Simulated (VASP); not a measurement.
# Ca7Ge (Fm-3m) in VASP: single point with PBE

Aim: the single point of Ca7Ge with PBE.

Everything below comes from runs of VASP 6.6.1. Logs are shortened: lines on timing, memory, paths and dates and some standing lists are left out, and cuts for length are marked.

**1. The cell of the first run**

It takes space group Fm-3m (No. 225, cubic). Conventional cell: a = 10.524 Å, b = 10.524 Å, c = 10.524 Å, α = 90.00°, β = 90.00°, γ = 90.00°. Ge (site symmetry m-3m) has 12 Ca at 3.72 Å within 4.9 Å. Ca (site symmetry mmm) has 2 Ge at 3.72 Å and 10 Ca at 3.72 Å within 4.9 Å. Within 4.9 Å of Ca (site symmetry m-3m) lie 12 Ca at 3.72 Å.

**2. Single point, PBE**

File INCAR:

```
  PREC = Accurate
  ENCUT = 520
  EDIFF = 1E-6
  ISMEAR = -1
  SIGMA = 0.05
  LREAL = F
  LASPH = T
  NELM = 80
  ALGO = Fast
  ISIF = 2
  LWAVE = F
  LCHARG = F
  GGA = PE
  NBANDS = 52
```

File KPOINTS:

```
regular mesh
0
Gamma
  5 5 5
```

File POSCAR:

```
Ca7Ge
1.0
    0.0000000000      5.2620970000      5.2620970000
    5.2620970000      0.0000000000      5.2620970000
    5.2620970000      5.2620970000      0.0000000000
Ge Ca
1 7
Direct
    0.0000000000      0.0000000000      0.0000000000
    0.0000000000      0.0000000000      0.5000000000
    0.5000000000      0.0000000000      0.5000000000
    0.0000000000      0.5000000000      0.5000000000
    0.5000000000      0.0000000000      0.0000000000
    0.0000000000      0.5000000000      0.0000000000
    0.5000000000      0.5000000000      0.5000000000
    0.5000000000      0.5000000000      0.0000000000
```

Potentials or basis: VASP PAW PBE potentials, release 64 (Ge_d, Ca_sv).

Run with:

```bash
$ cat potpaw_PBE.64/Ge_d/POTCAR potpaw_PBE.64/Ca_sv/POTCAR > POTCAR
$ mpirun -np 1 vasp_std > vasp.out
```

OUTCAR:

```text
PREC = Accurate
   ENCUT = 520
   EDIFF = 1E-6
   ISMEAR = -1
   LREAL = F
   LASPH = T
   NELM = 80
   ISIF = 2
   GGA = PE

 ion  position               nearest neighbor table
   1  0.000  0.000  0.000-
   2  0.000  0.000  0.500-
   3  0.500  0.000  0.500-
   4  0.000  0.500  0.500-
   5  0.500  0.000  0.000-
   6  0.000  0.500  0.000-
   7  0.500  0.500  0.500-
   8  0.500  0.500  0.000-

  LATTYP: Found a face centered cubic cell.
 ALAT       =    10.5241940000

  Lattice vectors:

 A1 = (   0.0000000000,   5.2620970000,   5.2620970000)
 A2 = (   5.2620970000,   0.0000000000,   5.2620970000)
 A3 = (   5.2620970000,   5.2620970000,   0.0000000000)

Analysis of symmetry for initial positions (statically):
=====================================================================
 Subroutine PRICEL returns:
 Original cell was already a primitive cell.

 Routine SETGRP: Setting up the symmetry group for a
 face centered cubic supercell.

 Subroutine GETGRP returns: Found 48 space group operations
 (whereof 48 operations were pure point group operations)
 out of a pool of 48 trial point group operations.

The static configuration has the point symmetry O_h .

Analysis of symmetry for dynamics (positions and initial velocities):
=====================================================================
 Subroutine PRICEL returns:
 Original cell was already a primitive cell.

 Routine SETGRP: Setting up the symmetry group for a
 face centered cubic supercell.

 Subroutine GETGRP returns: Found 48 space group operations
 (whereof 48 operations were pure point group operations)
 out of a pool of 48 trial point group operations.

The dynamic configuration has the point symmetry O_h .

 Subroutine INISYM returns: Found 48 space group operations
 (whereof 48 operations are pure point group operations),
 and found     1 'primitive' translations

----------------------------------------------------------------------------------------

                                     Primitive cell

  volume of cell :     291.4114

  direct lattice vectors                    reciprocal lattice vectors
     0.000000000  5.262097000  5.262097000    -0.095019153  0.095019153  0.095019153
     5.262097000  0.000000000  5.262097000     0.095019153 -0.095019153  0.095019153
     5.262097000  5.262097000  0.000000000     0.095019153  0.095019153 -0.095019153

  length of vectors
     7.441728944  7.441728944  7.441728944     0.164578001  0.164578001  0.164578001

  position of ions in fractional coordinates (direct lattice)
     0.000000000  0.000000000  0.000000000
     0.000000000  0.000000000  0.500000000
     0.500000000  0.000000000  0.500000000
     0.000000000  0.500000000  0.500000000
     0.500000000  0.000000000  0.000000000
     0.000000000  0.500000000  0.000000000
     0.500000000  0.500000000  0.500000000
     0.500000000  0.500000000  0.000000000

  ion indices of the primitive-cell ions
   primitive index   ion index
                 1           1
                 2           2
                 3           3
                 4           4
                 5           5
                 6           6
                 7           7
                 8           8

----------------------------------------------------------------------------------------

 KPOINTS: regular mesh

Automatic generation of k-mesh.
 Grid dimensions read from file:
 generate k-points for:    5    5    5

 Generating k-lattice:

  Cartesian coordinates                     Fractional coordinates (reciprocal lattice)
    -0.019003831  0.019003831  0.019003831     0.200000000  0.000000000  0.000000000
     0.019003831 -0.019003831  0.019003831     0.000000000  0.200000000  0.000000000
     0.019003831  0.019003831 -0.019003831     0.000000000  0.000000000  0.200000000

  Length of vectors
     0.032915600  0.032915600  0.032915600

  Shift w.r.t. Gamma in fractional coordinates (k-lattice)
     0.000000000  0.000000000  0.000000000

 Subroutine IBZKPT returns following result:
 ===========================================

 Found     10 irreducible k-points:

 Following reciprocal coordinates:
            Coordinates               Weight
  0.000000  0.000000  0.000000      1.000000
  0.200000  0.000000  0.000000      8.000000
  0.400000  0.000000  0.000000      8.000000
  0.200000  0.200000  0.000000      6.000000
  0.400000  0.200000  0.000000     24.000000
 -0.400000  0.200000  0.000000     24.000000
 -0.200000  0.200000  0.000000     12.000000
  0.400000  0.400000  0.000000      6.000000
 -0.400000  0.400000  0.000000     12.000000
 -0.400000  0.400000  0.200000     24.000000
   k-points           NKPTS =     10   k-points in BZ     NKDIM =     10   number of bands    NBANDS=     52
   number of dos      NEDOS =    301   number of ions     NIONS =      8
   total plane-waves  NPLWV = 175616
   dimension x,y,z NGX =    56 NGY =   56 NGZ =   56
   dimension x,y,z NGXF=   112 NGYF=  112 NGZF=  112
   ions per type =               1   7
   NGX,Y,Z   is equivalent  to a cutoff of  12.51, 12.51, 12.51 a.u.
   NGXF,Y,Z  is equivalent  to a cutoff of  25.02, 25.02, 25.02 a.u.
 SYSTEM =  unknown system
   PREC   = accura    normal or accurate (medium, high low for compatibility)
   ISTART =      0    job   : 0-new  1-cont  2-samecut
   ICHARG =      2    charge: 1-file 2-atom 10-const
   ISPIN  =      1    spin polarized calculation?
   LNONCOLLINEAR =      F non collinear calculations
   LSORBIT =      F    spin-orbit coupling
   LASPH  =      T    aspherical Exc in radial PAW
   ENCUT  =  520.0 eV  38.22 Ry    6.18 a.u.  13.84 13.84 13.84*2*pi/ulx,y,z
   NELM   =     80;   NELMIN=  2; NELMDL= -5     # of ELM steps
   EDIFF  = 0.1E-05   stopping-criterion for ELM
   LREAL  =      F    real-space projection
   EDIFFG = 0.1E-04   stopping-criterion for IOM
   NSW    =      0    number of steps for IOM
   IBRION =     -1    ionic relax: 0-MD 1-quasi-New 2-CG
   NFREE  =      0    steps in history (QN), initial steepest desc. (CG)
   ISIF   =      2    stress and relaxation
   ISYM   =      2    0-nonsym 1-usesym 2-fastsym
   POTIM  = 0.5000    time-step for ionic-motion
   TEBEG  =    0.0;   TEEND  =   0.0 temperature during run
   PSTRESS=    0.0 pullay stress
   NELECT =      84.0000    total number of electrons
   NUPDOWN=      -1.0000    fix difference up-down
   EMIN   =  10.00;   EMAX   =-10.00  energy-range for DOS
   EFERMI =   0.00;   METHOD = LEGACY
   ISMEAR =    -1;   SIGMA  =   0.05  broadening in eV -4-tet -1-fermi 0-gaus
   EFERMI_NEDOS =   21; number of points for ismear=-14 and -15
   IALGO  =     68    algorithm
   IMIX   =      4    mixing-type and parameters
     AMIX     =   0.40;   BMIX     =  1.00
     AMIX_MAG =   1.60;   BMIX_MAG =  1.00
  volume/ion in A,a.u.               =      36.43       245.82
  Fermi-wavevector in a.u.,A,eV,Ry     =   1.081432  2.043610 15.911938  1.169494
  Thomas-Fermi vector in A             =   2.217448
   LORBIT       =      0    0 simple, 1 ext, 2 COOP (PROOUT), +10 PAW based schemes
   GGA     = PE    functional components
   LHFCALC =     F    Hartree Fock is set to
   AEXX    =    0.0000 exact exchange contribution
   IVDW    =     0    specifies the selected vdW correction
   LEPSILON=     F    determine dielectric tensor
   LRPA    =     F    only Hartree local field effects (RPA)
 non-spin polarized calculation
 RMM-DIIS sequential band-by-band and
  energy-cutoff  :      520.00
  volume of cell :      291.41
 maximum number of plane-waves:      7870
   NGX = 27   NGY = 27   NGZ = 27

 number of electron      84.0000009 magnetization

 Free energy of the ion-electron system (eV)
  ---------------------------------------------------
  ext. energy  EPLUGINS =         0.00000000
  ---------------------------------------------------
  free energy    TOTEN  =       -18.16060619 eV

  energy without entropy =      -18.10208384  energy(sigma->0) =      -18.13134501

 E-fermi :   2.4241     XC(G=0):  -8.2078

 val. band max:        2.4105057521   @ k =   0.2000   0.2000   0.0000
 cond. band min:       2.4713954162   @ k =   0.0000   0.0000   0.0000
 fundamental gap:      0.0608896641
 Fermi energy:         2.4241495844

 k-point     1 :       0.0000    0.0000    0.0000
  band No.  band energies     occupation
      1     -39.3406      2.00000
      2     -39.3212      2.00000
      3     -39.3212      2.00000
      4     -39.3212      2.00000
      5     -39.3125      2.00000
      6     -39.3125      2.00000
[... 44 lines left out ...]
     51       3.2837      0.00000
     52       4.4018      0.00000

 k-point     2 :       0.2000    0.0000    0.0000
  band No.  band energies     occupation
      1     -39.3387      2.00000
      2     -39.3229      2.00000
      3     -39.3204      2.00000
      4     -39.3204      2.00000
      5     -39.3134      2.00000
      6     -39.3134      2.00000
[... 44 lines left out ...]
     51       3.4256      0.00000
     52       4.6371      0.00000

 k-point     3 :       0.4000    0.0000    0.0000
  band No.  band energies     occupation
      1     -39.3337      2.00000
      2     -39.3276      2.00000
      3     -39.3182      2.00000
      4     -39.3182      2.00000
      5     -39.3155      2.00000
      6     -39.3155      2.00000
[... 44 lines left out ...]
     51       3.7080      0.00000
     52       4.2000      0.00000
[... 276 lines left out ...]
 k-point     9 :      -0.4000    0.4000    0.0000
  band No.  band energies     occupation
      1     -39.3293      2.00000
      2     -39.3257      2.00000
      3     -39.3219      2.00000
      4     -39.3204      2.00000
      5     -39.3179      2.00000
      6     -39.3133      2.00000
[... 44 lines left out ...]
     51       3.9960      0.00000
     52       4.0150      0.00000

 k-point    10 :      -0.4000    0.4000    0.2000
  band No.  band energies     occupation
      1     -39.3301      2.00000
      2     -39.3262      2.00000
      3     -39.3216      2.00000
      4     -39.3201      2.00000
      5     -39.3164      2.00000
      6     -39.3142      2.00000
[... 44 lines left out ...]
     51       3.9227      0.00000
     52       4.2898      0.00000

------------------------ aborting loop because EDIFF is reached ----------------------------------------

  FORCE on cell =-STRESS in cart. coord.  units (eV):
  Direction    XX          YY          ZZ          XY          YZ          ZX
  --------------------------------------------------------------------------------------
  -------------------------------------------------------------------------------------
  Total       -0.0742581     -0.0742581     -0.0742581      0.0000000      0.0000000     -0.0000000
  in kB       -0.4082706     -0.4082706     -0.4082706      0.0000000      0.0000000     -0.0000000
  external PRESSURE =      -0.4082706 kB  Pullay stress =       0.0000000 kB

 VOLUME and BASIS-vectors are now :
 -----------------------------------------------------------------------------
  energy-cutoff  :      520.00
  volume of cell :      291.41
      direct lattice vectors                 reciprocal lattice vectors
     0.000000000  5.262097000  5.262097000    -0.095019153  0.095019153  0.095019153
     5.262097000  0.000000000  5.262097000     0.095019153 -0.095019153  0.095019153
     5.262097000  5.262097000  0.000000000     0.095019153  0.095019153 -0.095019153

 POSITION                                       TOTAL-FORCE (eV/Angst)
 -----------------------------------------------------------------------------------
      0.00000      0.00000      0.00000         0.000000     -0.000000      0.000000
      2.63105      2.63105      0.00000        -0.000000      0.000000      0.000000
      2.63105      5.26210      2.63105         0.000000      0.000000      0.000000
      5.26210      2.63105      2.63105        -0.000000     -0.000000      0.000000
      0.00000      2.63105      2.63105         0.000000     -0.000000      0.000000
      2.63105      0.00000      2.63105         0.000000      0.000000     -0.000000
      5.26210      5.26210      5.26210         0.000000     -0.000000      0.000000
      2.63105      2.63105      5.26210         0.000000      0.000000      0.000000
 -----------------------------------------------------------------------------------
    total drift:                                0.000000      0.000000      0.000000

  FREE ENERGIE OF THE ION-ELECTRON SYSTEM (eV)
  ---------------------------------------------------
  free  energy   TOTEN  =       -18.1606061919 eV

  energy  without entropy=      -18.1020838360  energy(sigma->0) =      -18.13134501
```

It took 29 min on 1 thread of AMD EPYC 7R43 (Zen 3), shared host; peak memory 0.48 GiB.

What came out:

```
Free energy            : -18.1606 eV
Pressure               : 0.0 GPa
Band gap on the k mesh : zero (band 42 reaches 2.61 eV, above the bottom of band 43 at 2.20 eV)
```

Levels at points of the mesh, in eV from the Fermi level:
| k point | band 40 | band 41 | band 42 | band 43 | band 44 | band 45 |
| --- | --- | --- | --- | --- | --- | --- |
| (0.00, 0.00, 0.00) | -0.83 | -0.83 | -0.72 | -0.22 | -0.22 | 0.05 |
